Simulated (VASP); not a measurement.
# ZrS2 in VASP: single point with PBE+D3(BJ)

Aim: the single point of ZrS2 with PBE+D3(BJ).

All numbers are computed with VASP 6.6.1; they aren't measurements. Logs are shortened: lines on timing, memory, paths and dates and some standing lists are left out, and cuts for length are marked.

### 1 The cell of the first run

The cell holds a slab with vacuum, 18 atoms: a = 7.270 Å, b = 5.723 Å, c = 25.395 Å, α = 90.00°, β = 90.00°, γ = 90.00°.

### 2 Single point, PBE+D3(BJ)

INCAR

```
SYSTEM = ZrS2
  PREC = Accurate
  ENCUT = 400
  EDIFF = 1E-6
  ISMEAR = 0
  SIGMA = 0.05
  LREAL = .False.
  LASPH = .True.
  NELM = 120
  ALGO = Normal
  ISIF = 2
  LWAVE = .False.
  LCHARG = .False.
  LDIPOL = .True.
  IDIPOL = 3
  DIPOL = 0.5 0.5 0.501
  GGA = PE
  IVDW = 12
  NBANDS = 87
  GGA_COMPAT = .False.
  NELMDL = -8
```

KPOINTS

```
Automatic mesh
0
Gamma
  4 5 1
  0 0 0
```

POSCAR

```
ZrS2
1.0
    7.2700394485      0.0000000000      0.0000000000
    0.0000000000      5.7227453154      0.0000000000
    0.0000000000      0.0000000000     25.3947184652
S Zr
12 6
Direct
    0.5000000000      0.2552453932      0.3347152681
    0.0000000000      0.2552453932      0.3347152681
    0.5000000000      0.7447546068      0.4173576341
    0.0000000000      0.7447546068      0.4173576341
    0.7500000000      0.2552453932      0.4586788170
    0.2500000000      0.2552453932      0.4586788170
    0.7500000000      0.7272558451      0.5392824210
    0.2500000000      0.7272558451      0.5392824210
    0.0000000000      0.2353610668      0.5840283283
    0.5000000000      0.2353610668      0.5840283283
    0.0000000000      0.7867343491      0.6743556643
    0.5000000000      0.7867343491      0.6743556643
    0.2500000000      0.0000000000      0.3760364511
    0.7500000000      0.0000000000      0.3760364511
    0.5000000000      0.0021019190      0.5002477205
    0.0000000000      0.0021019190      0.5002477205
    0.7500000000     -0.0500008433      0.6216464348
    0.2500000000     -0.0500008433      0.6216464348
```

Potentials or basis: VASP PAW PBE potentials, release 64 (S, Zr_sv).

The run is started by

```
$ cat potpaw_PBE.64/S/POTCAR potpaw_PBE.64/Zr_sv/POTCAR > POTCAR
$ mpirun -np 1 vasp_std > vasp.out
```

OUTCAR:

```text
SYSTEM = ZrS2
   PREC = Accurate
   ENCUT = 400
   EDIFF = 1E-6
   ISMEAR = 0
   LREAL = .False.
   LASPH = .True.
   NELM = 120
   ISIF = 2
   GGA = PE
   IVDW = 12
   NELMDL = -8
 IVDW          = 12

 ion  position               nearest neighbor table
   1  0.500  0.255  0.335-  13 2.56  14 2.56
   2  0.000  0.255  0.335-  13 2.56  14 2.56
   3  0.500  0.745  0.417-  13 2.56  14 2.56  15 2.57
   4  0.000  0.745  0.417-  13 2.56  14 2.56  16 2.57
   5  0.750  0.255  0.459-  15 2.55  16 2.55  14 2.56
   6  0.250  0.255  0.459-  15 2.55  16 2.55  13 2.56
   7  0.750  0.727  0.539-  17 2.45  16 2.60  15 2.60
   8  0.250  0.727  0.539-  18 2.45  16 2.60  15 2.60
   9  0.000  0.235  0.584-  16 2.51  17 2.62  18 2.62
  10  0.500  0.235  0.584-  15 2.51  17 2.62  18 2.62
  11  0.000  0.787  0.674-  17 2.44  18 2.44
  12  0.500  0.787  0.674-  17 2.44  18 2.44
  13  0.250  0.000  0.376-   6 2.56   2 2.56   3 2.56   4 2.56   1 2.56  14 3.64  14 3.64  16 3.64
                            15 3.64
  14  0.750  0.000  0.376-   5 2.56   2 2.56   3 2.56   4 2.56   1 2.56  13 3.64  13 3.64  16 3.64
                            15 3.64
  15  0.500  0.002  0.500-  10 2.51   6 2.55   5 2.55   3 2.57   8 2.60   7 2.60  17 3.59  18 3.59
                            16 3.64  16 3.64  13 3.64  14 3.64
  16  0.000  0.002  0.500-   9 2.51   6 2.55   5 2.55   4 2.57   8 2.60   7 2.60  17 3.59  18 3.59
                            15 3.64  15 3.64  13 3.64  14 3.64
  17  0.750  0.950  0.622-  11 2.44  12 2.44   7 2.45   9 2.62  10 2.62  15 3.59  16 3.59  18 3.64
                            18 3.64
  18  0.250  0.950  0.622-  11 2.44  12 2.44   8 2.45   9 2.62  10 2.62  15 3.59  16 3.59  17 3.64
                            17 3.64

  LATTYP: Found a simple orthorhombic cell.
 ALAT       =     5.7227453154
 B/A-ratio  =     1.2703762002
 C/A-ratio  =     4.4375063131

  Lattice vectors:

 A1 = (   0.0000000000,  -5.7227453154,   0.0000000000)
 A2 = (   7.2700394485,   0.0000000000,   0.0000000000)
 A3 = (   0.0000000000,   0.0000000000,  25.3947184652)

Analysis of symmetry for initial positions (statically):
=====================================================================
 Subroutine PRICEL returns following result:

  LATTYP: Found a simple orthorhombic cell.
 ALAT       =     3.6350197243
 B/A-ratio  =     1.5743367986
 C/A-ratio  =     6.9861294825

  Lattice vectors:

 A1 = (   3.6350197243,   0.0000000000,   0.0000000000)
 A2 = (   0.0000000000,   5.7227453154,   0.0000000000)
 A3 = (   0.0000000000,   0.0000000000,  25.3947184652)

   2 primitive cells build up your supercell.

 Routine SETGRP: Setting up the symmetry group for a
 simple orthorhombic supercell.

 Subroutine GETGRP returns: Found  2 space group operations
 (whereof  2 operations were pure point group operations)
 out of a pool of  8 trial point group operations.

The static configuration has the point symmetry C_1h.

Analysis of symmetry for dynamics (positions and initial velocities):
=====================================================================
 Subroutine PRICEL returns following result:

  LATTYP: Found a simple orthorhombic cell.
 ALAT       =     3.6350197243
 B/A-ratio  =     1.5743367986
 C/A-ratio  =     6.9861294825

  Lattice vectors:

 A1 = (   3.6350197243,   0.0000000000,   0.0000000000)
 A2 = (   0.0000000000,   5.7227453154,   0.0000000000)
 A3 = (   0.0000000000,   0.0000000000,  25.3947184652)

   2 primitive cells build up your supercell.

 Routine SETGRP: Setting up the symmetry group for a
 simple orthorhombic supercell.

 Subroutine GETGRP returns: Found  2 space group operations
 (whereof  2 operations were pure point group operations)
 out of a pool of  8 trial point group operations.

The dynamic configuration has the point symmetry C_1h.

 Subroutine INISYM returns: Found  2 space group operations
 (whereof  2 operations are pure point group operations),
 and found     2 'primitive' translations

----------------------------------------------------------------------------------------

                                     Primitive cell

[... 34 lines left out ...]

 KPOINTS: Automatic mesh

Automatic generation of k-mesh.
 Grid dimensions read from file:
 generate k-points for:    4    5    1

 Generating k-lattice:

  Cartesian coordinates                     Fractional coordinates (reciprocal lattice)
     0.034387709  0.000000000  0.000000000     0.250000000  0.000000000  0.000000000
     0.000000000  0.034948262  0.000000000     0.000000000  0.200000000  0.000000000
     0.000000000  0.000000000  0.039378267     0.000000000  0.000000000  1.000000000

  Length of vectors
     0.034387709  0.034948262  0.039378267

  Shift w.r.t. Gamma in fractional coordinates (k-lattice)
     0.000000000  0.000000000  0.000000000

 Subroutine IBZKPT returns following result:
 ===========================================

 Found      9 irreducible k-points:

 Following reciprocal coordinates:
            Coordinates               Weight
  0.000000  0.000000  0.000000      1.000000
  0.250000  0.000000  0.000000      2.000000
  0.500000  0.000000  0.000000      1.000000
  0.000000  0.200000  0.000000      2.000000
  0.250000  0.200000  0.000000      4.000000
  0.500000  0.200000  0.000000      2.000000
  0.000000  0.400000  0.000000      2.000000
  0.250000  0.400000  0.000000      4.000000
  0.500000  0.400000  0.000000      2.000000
   k-points           NKPTS =      9   k-points in BZ     NKDIM =      9   number of bands    NBANDS=     87
   number of dos      NEDOS =    301   number of ions     NIONS =     18
   total plane-waves  NPLWV = 322560
   dimension x,y,z NGX =    48 NGY =   40 NGZ =  168
   dimension x,y,z NGXF=    96 NGYF=   80 NGZF=  336
   ions per type =              12   6
   NGX,Y,Z   is equivalent  to a cutoff of  10.98, 11.62, 11.00 a.u.
   NGXF,Y,Z  is equivalent  to a cutoff of  21.95, 23.24, 22.00 a.u.
 SYSTEM =  ZrS2
   PREC   = accura    normal or accurate (medium, high low for compatibility)
   ISTART =      0    job   : 0-new  1-cont  2-samecut
   ICHARG =      2    charge: 1-file 2-atom 10-const
   ISPIN  =      1    spin polarized calculation?
   LNONCOLLINEAR =      F non collinear calculations
   LSORBIT =      F    spin-orbit coupling
   LASPH  =      T    aspherical Exc in radial PAW
   ENCUT  =  400.0 eV  29.40 Ry    5.42 a.u.  11.86  9.33 41.41*2*pi/ulx,y,z
   NELM   =    120;   NELMIN=  2; NELMDL= -8     # of ELM steps
   EDIFF  = 0.1E-05   stopping-criterion for ELM
   LREAL  =      F    real-space projection
   EDIFFG = 0.1E-04   stopping-criterion for IOM
   NSW    =      0    number of steps for IOM
   IBRION =     -1    ionic relax: 0-MD 1-quasi-New 2-CG
   NFREE  =      0    steps in history (QN), initial steepest desc. (CG)
   ISIF   =      2    stress and relaxation
   ISYM   =      2    0-nonsym 1-usesym 2-fastsym
   POTIM  = 0.5000    time-step for ionic-motion
   TEBEG  =    0.0;   TEEND  =   0.0 temperature during run
   PSTRESS=    0.0 pullay stress
   NELECT =     144.0000    total number of electrons
   NUPDOWN=      -1.0000    fix difference up-down
   EMIN   =  10.00;   EMAX   =-10.00  energy-range for DOS
   EFERMI =   0.00;   METHOD = LEGACY
   ISMEAR =     0;   SIGMA  =   0.05  broadening in eV -4-tet -1-fermi 0-gaus
   EFERMI_NEDOS =   21; number of points for ismear=-14 and -15
   IALGO  =     38    algorithm
   IMIX   =      4    mixing-type and parameters
     AMIX     =   0.40;   BMIX     =  1.00
     AMIX_MAG =   1.60;   BMIX_MAG =  1.00
  volume/ion in A,a.u.               =      58.70       396.10
  Fermi-wavevector in a.u.,A,eV,Ry     =   0.842495  1.592085  9.657392  0.709798
  Thomas-Fermi vector in A             =   1.957211
   LORBIT       =      0    0 simple, 1 ext, 2 COOP (PROOUT), +10 PAW based schemes
   GGA     = PE    functional components
   LHFCALC =     F    Hartree Fock is set to
   AEXX    =    0.0000 exact exchange contribution
   IVDW    =    12    specifies the selected vdW correction
   LEPSILON=     F    determine dielectric tensor
   LRPA    =     F    only Hartree local field effects (RPA)
 non-spin polarized calculation
 Gauss-broadening in eV      SIGMA  =   0.05
  energy-cutoff  :      400.00
  volume of cell :     1056.54
 maximum number of plane-waves:     19280
 NGX is ok and might be reduce to    48
   NGX = 23   NGY = 19   NGZ = 83

 number of electron     144.0000018 magnetization

 dipolmoment           0.000000      0.000000      0.075298 electrons x Angstroem

 Free energy of the ion-electron system (eV)
  ---------------------------------------------------
  ext. energy  EPLUGINS =         0.00000000
  ---------------------------------------------------
  free energy    TOTEN  =      -124.85397554 eV

  energy without entropy =     -124.85397554  energy(sigma->0) =     -124.85397554

 E-fermi :  -1.6380     XC(G=0):  -4.2798

 val. band max:       -1.9792658095   @ k =   0.0000   0.0000   0.0000
 cond. band min:      -0.9616635381   @ k =   0.0000   0.4000   0.0000
 fundamental gap:      1.0176022715
 Fermi energy:        -1.6380292494

 k-point     1 :       0.0000    0.0000    0.0000
  band No.  band energies     occupation
      1     -50.9820      2.00000
      2     -50.9709      2.00000
      3     -50.9679      2.00000
      4     -50.9638      2.00000
      5     -50.6463      2.00000
      6     -50.6355      2.00000
[... 772 lines left out ...]
     83       0.8877      0.00000
     84       0.8877      0.00000
 [bands above 84 left out]

------------------------ aborting loop because EDIFF is reached ----------------------------------------

 vacuum level on the upper side and lower side of the slab       (xc-potential included)        -0.041        -0.368

 Edisp (eV)   -4.84270

 E8    (eV) :    -2.1222

  FORCE on cell =-STRESS in cart. coord.  units (eV):
  Direction    XX          YY          ZZ          XY          YZ          ZX
  --------------------------------------------------------------------------------------
  -------------------------------------------------------------------------------------
  Total      -7.34265    -5.30761    -2.74339     0.00000     0.88568     0.00000
  in kB     -11.13470    -8.04869    -4.16020     0.00000     1.34308     0.00000
  external pressure =       -7.78 kB  Pullay stress =        0.00 kB

 VOLUME and BASIS-vectors are now :
 -----------------------------------------------------------------------------
  energy-cutoff  :      400.00
  volume of cell :     1056.54
      direct lattice vectors                 reciprocal lattice vectors
     7.270039449  0.000000000  0.000000000     0.137550835  0.000000000  0.000000000
     0.000000000  5.722745315  0.000000000     0.000000000  0.174741308  0.000000000
     0.000000000  0.000000000 25.394718465     0.000000000  0.000000000  0.039378267

 POSITION                                       TOTAL-FORCE (eV/Angst)
 -----------------------------------------------------------------------------------
      3.63502      1.46070      8.50000         0.000000     -1.357042      0.404552
      0.00000      1.46070      8.50000         0.000000     -1.357042      0.404552
      3.63502      4.26204     10.59868         0.000000     -0.181733     -0.149740
      0.00000      4.26204     10.59868         0.000000     -0.181733     -0.149740
      5.45253      1.46070     11.64802         0.000000     -0.368420     -0.309724
      1.81751      1.46070     11.64802         0.000000     -0.368420     -0.309724
[... 10 lines left out ...]
      5.45253      5.43660     15.78654         0.000000     -0.002000     -0.007093
      1.81751      5.43660     15.78654         0.000000     -0.002000     -0.007093
 -----------------------------------------------------------------------------------
    total drift:                                0.000000     -0.000454     -0.001090

  FREE ENERGIE OF THE ION-ELECTRON SYSTEM (eV)
  ---------------------------------------------------
  free  energy   TOTEN  =      -129.6966737704 eV

  energy  without entropy=     -129.6966737704  energy(sigma->0) =     -129.69667377

 vacuum level on the upper side and lower side of the slab         4.220         3.887
```

Wall time 21 min (1 thread of Intel Xeon Platinum 8259CL at 2.50GHz (Skylake/Cascade Lake), shared host); peak memory 0.85 GiB.

Results:

```yaml
Free_energy: -129.6967 eV
Largest_force: 1.912 eV/Å
Band_gap_on_the_k_mesh: 1.02 eV
Dispersion_energy_per_atom: -0.269 eV
```

Forces in eV/Å, atoms in the order of the input:
```
S    0.000 -1.357  0.405
S    0.000 -1.357  0.405
S    0.000 -0.182 -0.150
S    0.000 -0.182 -0.150
S    0.000 -0.368 -0.310
S    0.000 -0.368 -0.310
S    0.000  0.008 -0.002
S    0.000  0.008 -0.002
S    0.000 -0.002 -0.005
S    0.000 -0.002 -0.005
S    0.000  0.000  0.017
S    0.000  0.000  0.017
Zr   0.000  1.911  0.066
Zr   0.000  1.911  0.066
Zr   0.000 -0.008 -0.014
Zr   0.000 -0.008 -0.014
Zr   0.000 -0.002 -0.007
Zr   0.000 -0.002 -0.007
```

Levels at points of the mesh, in eV from the valence-band top:
```csv
k point,band 69,band 70,band 71,band 72,band 73,band 74,band 75,band 76
"(0.00, 0.00, 0.00)",-0.53,-0.46,-0.10,0.00,1.13,1.23,1.53,1.65
"(0.50, 0.00, 0.00)",-0.56,-0.56,-0.38,-0.38,1.65,1.65,1.68,1.68
```
